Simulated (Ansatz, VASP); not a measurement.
One calculation of MgW, two programs

```
Mg W
1.0
     2.85729    0.00000    0.00000
    -1.42865    2.47449    0.00000
     0.00000    0.00000    4.91782
Mg W
1 1
Direct
  0.00000 0.00000 0.00000
  0.33333 0.66667 0.50000
```

Alike in both runs: functional PBE; k mesh 6 × 6 × 4; occupations gaussian, width 0.1 eV; no spin polarisation.

Ansatz relaxed the structure, and its values are those at the end. VASP's run is a single point on that final structure, the one shown.

|  | VASP | Ansatz |
| --- | --- | --- |
| version | VASP 6.6.1 | Ansatz 0.2.0 |
| potentials or method | VASP PAW PBE potentials, release 64 (Mg, W_sv), cutoff 520 eV | scalar-relativistic, plane waves, PAW |
| valence electrons in the cell | 16 | 24 |

|  | VASP | Ansatz | Ansatz less VASP |
| --- | --- | --- | --- |
| gap on the k mesh at the Fermi level (eV) | none | none | - |
| pressure (GPa) | 0.1 | 0.0 | -0.03 |

A gap of «none» marks a metal or a gap that the smearing closes. The functional is the same, so the differences come from potentials, cutoffs and numerics. VASP's potentials hold 16 valence electrons a cell and Ansatz's 24, so a difference there can come from the potentials and not from the codes.

The k mesh is coarse, so the values compare programs but aren't converged. Spin-orbit coupling is off throughout.
